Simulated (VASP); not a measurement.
Write the native input for VASP 6.6.1 that does the following.

| Item | Value |
| --- | --- |
| Task | electric field gradients |
| Functional | PBE |
| Potentials or basis | VASP PAW PBE potentials, release 64 (Al, N) |
| Cutoff | 520 eV |
| k mesh | 10 × 10 × 10 |
| Occupations | fermi-dirac, width 0.02 eV |
| Spin | no spin polarisation |
| Dipole correction | no |
| Further INCAR settings | ALGO = Normal; EDIFF = 1e-08; NBANDS = 11 |

The structure of AlN lies in POSCAR:

```
AlN
1.0
    0.0000000000      1.9943478488      1.9943478488
    1.9943478488      0.0000000000      1.9943478488
    1.9943478488      1.9943478488      0.0000000000
Al N
1 1
Direct
    0.0000000000      0.0000000000      0.0000000000
    0.5000000000      0.5000000000      0.5000000000
```

This cell differs from its parent crystal: volume scaled by 1.025.

The input as run:

INCAR

```
PREC = Accurate
ENCUT = 520
EDIFF = 1E-8
ISMEAR = -1
SIGMA = 0.02
LREAL = False
LASPH = True
NELM = 80
ALGO = Normal
ISIF = 2
LWAVE = False
LCHARG = False
GGA = PE
LEFG = True
NBANDS = 11
```

KPOINTS

```
Automatic mesh
0
Gamma
  10 10 10
```

Potentials or basis: VASP PAW PBE potentials, release 64 (Al, N).

Command:

```bash
$ cat potpaw_PBE.64/Al/POTCAR potpaw_PBE.64/N/POTCAR > POTCAR
$ mpirun -np 1 vasp_std > vasp.out
```

Results of the run:

The pressure is 17.0 GPa and the band gap on the k mesh is 5.01 eV, indirect (least direct gap 6.28 eV).

Caveat: without QUAD_EFG the Cq values of the log hold for a quadrupole moment of 1 mb, not for the nuclei.

Wall time 12 s on 1 thread of Intel Xeon 8259CL (shared host), peak memory 0.13 GiB.
